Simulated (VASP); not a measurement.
Here is a VASP 6.6.1 calculation.

The input INCAR:

```
SYSTEM = TaN
PREC = Accurate ; ENCUT = 520
EDIFF = 1E-6 ; ISMEAR = -1
SIGMA = 0.01 ; LREAL = .False.
LASPH = .True. ; NELM = 100
ALGO = Normal ; ISIF = 2
LWAVE = .False. ; LCHARG = .True.
GGA = PS ; LELF = .True.
LVHAR = .True. ; NBANDS = 24
```

Contents of KPOINTS:

```
Automatic mesh
0
Gamma
  9 9 5
  0 0 0
```

POSCAR

```
TaN
1.0
    3.0881118675      0.0000000000      0.0000000000
   -1.5440559337      2.6743833269      0.0000000000
    0.0000000000      0.0000000000      4.9827179480
Ta N
2 2
Direct
    0.0000000000      0.0000000000      0.0000000000
    0.0000000000      0.0000000000      0.5000000000
    0.3333333333      0.6666666667      0.2500000000
    0.6666666667      0.3333333333      0.7500000000
```

Potentials or basis: VASP PAW PBE potentials, release 64 (Ta_pv, N).

Command:

```console
$ cat potpaw_PBE.64/Ta_pv/POTCAR potpaw_PBE.64/N/POTCAR > POTCAR
$ mpirun -np 1 vasp_std > vasp.out
```

(1) Estimate the pressure.

(2) What does it give for the band gap on the k mesh?

Results:

(1) 31.0 GPa.

(2) zero (bands 16 and 17 overlap by 2.43 eV).

Caveat: the cell stands under pressure; the PAW data sets were made with another functional, which shifts forces and pressure a little; spin-orbit coupling is left out, which moves the levels of the heavy elements.
